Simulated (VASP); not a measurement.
The system is GeW.

```xyz
2
Lattice="2.9983 0.0000 0.0000 0.0000 2.9983 0.0000 0.0000 0.0000 3.9299" Properties=species:S:1:pos:R:3 pbc="T T T"
Ge    1.4992    1.4992    1.9650
W     0.0000    0.0000    0.0000
```

```yaml
Program: VASP 6.6.1
Task: relaxation of cell and atoms
Functional: PBE
Potentials_or_basis: VASP PAW PBE potentials, release 64 (Ge_d, W_sv)
Cutoff: 600 eV
k_mesh: 6 × 6 × 4
Occupations: gaussian, width 0.1 eV
Spin: no spin polarisation
```

At the start: pressure -16.6 GPa; volume 17.66 Å³/atom.

Task: Where does the relaxation end?

Result: Over 13 steps the energy falls by 350.3 meV/atom and the volume is 15.45 Å³/atom (-12.5 %); space group P4/mmm (No. 123, to 0.05 Å).

Step by step:
```tsv
step	energy change (eV)	largest force (eV/Å)	pressure (GPa)	volume (Å³)
1	0.0000	0.0000	-16.65	35.33
2	0.2193	0.0000	45.65	26.72
3	-0.2620	0.0000	1.85	31.26
4	-0.5230	0.0000	4.90	30.45
5	-0.1723	0.0000	39.37	27.03
6	-0.6297	0.0000	13.61	29.18
7	-0.6495	0.0000	11.16	29.47
8	-0.6879	0.0000	-3.95	31.55
9	-0.7000	0.0000	0.87	30.80
10	-0.7000	0.0000	0.38	30.87
11	-0.7000	0.0000	0.59	30.84
12	-0.7005	0.0000	0.32	30.88
13	-0.7006	0.0000	0.19	30.91
```

Final structure:
```yaml
crystal:
  lattice:
    - [3.11153, 0.00000, 0.00000]
    - [0.00000, 3.11153, 0.00000]
    - [0.00000, 0.00000, 3.19215]
  atoms:
    - { symbol: Ge, position: [0.50000, 0.50000, 0.50000] }
    - { symbol: W, position: [0.00000, 0.00000, 0.00000] }
```

Caveat: the k points lie up to 0.49 Å⁻¹ apart in the final cell.
